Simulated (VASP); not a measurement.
The system is NaI.

```
Na I
1.0
     0.00000    3.54319    3.54319
     3.63709    0.00000    3.54319
     3.63709    3.54319    0.00000
Na I
1 1
Direct
  0.00000 0.00000 0.00000
  0.25000 0.25000 0.25000
```

This cell differs from its parent crystal: uniaxial x strain +2.6%.

Program: VASP 6.6.1. Alike in all runs: task single point; potentials or basis VASP PAW PBE potentials, release 64 (Na_pv, I); no spin polarisation; cell as given; cutoff (eV) 520.

Q: Order these runs on this cell by their band gap on the k mesh, lowest first.
A. level PBE; k mesh 6 × 6 × 6; smearing fermi-dirac 0.02 eV
B. level HSE06; k mesh 4 × 4 × 4; smearing gaussian 0.01 eV; grid for exact exchange (PRECFOCK) Normal; screening parameter 0.2079 1/Å
C. level r2SCAN; k mesh 6 × 6 × 6; smearing gaussian 0.01 eV

A: A (3.77 eV), C (4.37 eV), B (4.74 eV).

Caveats: spin-orbit coupling is left out, which moves the levels of the heavy elements.
